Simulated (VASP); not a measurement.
**Te: single point with PBE**

Crystal: Te.

```xyz
1
Lattice="-1.9500 1.9500 1.9500 1.9500 -1.9500 1.9500 1.9500 1.9500 -1.9500" Properties=species:S:1:pos:R:3 pbc="T T T"
Te    0.0000    0.0000    0.0000
```

This cell differs from its parent crystal: volume scaled by 1.04.

- Program: VASP 6.6.1
- Task: single point
- Functional: PBE
- Potentials or basis: VASP PAW PBE potentials, release 64 (Te)
- Cutoff: 520 eV
- k mesh: 13 × 13 × 13
- Occupations: fermi-dirac, width 0.1 eV
- Spin: no spin polarisation
- Dipole correction: no
- Further INCAR settings: ALGO = Normal; EDIFF = 1e-07; NBANDS = 9

The pressure is -2.1 GPa. The band gap on the k mesh is zero (band 3 reaches 10.05 eV, above the bottom of band 4 at 4.50 eV).

Levels at points of the mesh, in eV from the Fermi level:
```csv
k point,band 1,band 2,band 3,band 4,band 5,band 6,band 7,band 8
"(0.00, 0.00, 0.00)",-13.58,2.73,2.73,2.73,9.30,9.76,9.76,9.76
```

It took 39 s on 1 thread of Intel Xeon 6975P-C (shared host), peak memory 0.16 GiB.

Caveat: spin-orbit coupling is left out, which moves the levels of the heavy elements.
